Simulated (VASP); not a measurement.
Wanted: the native input for a VASP 6.6.1 run.

```yaml
Task: single point
Functional: LDA
Potentials_or_basis: VASP PAW LDA potentials, release 64 (Nb_sv)
Cutoff: 520 eV
k_mesh: 11 × 11 × 11
Occupations: fermi-dirac, width 0.05 eV
Spin: no spin polarisation
Dipole_correction: no
Further_INCAR_settings: ALGO = Normal; EDIFF = 1e-07; NBANDS = 20
```

The structure of Nb lies in POSCAR:

```
Nb
1.0
    3.2478102620      0.0000000000      0.0000000000
    0.0000000000      3.2478102620      0.0000000000
    0.0000000000      0.0000000000      3.2478102620
Nb
2
Direct
    0.0000000000      0.0000000000      0.0000000000
    0.5000000000      0.5000000000      0.5000000000
```

One way to write it, as run:

INCAR

```
ALGO = Normal ; EDIFF = 1E-7
ENCUT = 520 ; ISIF = 2
ISMEAR = -1 ; LASPH = True
LCHARG = False ; LREAL = False
LWAVE = False ; NBANDS = 20
NELM = 60 ; PREC = Accurate
SIGMA = 0.05
```

KPOINTS

```
k-points
0
Gamma
  11 11 11
```

Potentials or basis: VASP PAW LDA potentials, release 64 (Nb_sv).

The run is started by

```bash
$ cat potpaw_LDA.64/Nb_sv/POTCAR > POTCAR
$ mpirun -np 1 vasp_std > vasp.out
```

Results of the run:

The pressure is -0.1 GPa and the band gap on the k mesh is zero (bands 13 and 14 overlap by 3.44 eV).

Wall time 17 s on 1 thread of Intel(R) Xeon(R) Platinum 8488C (Sapphire Rapids), on a shared host, peak memory 0.14 GiB.
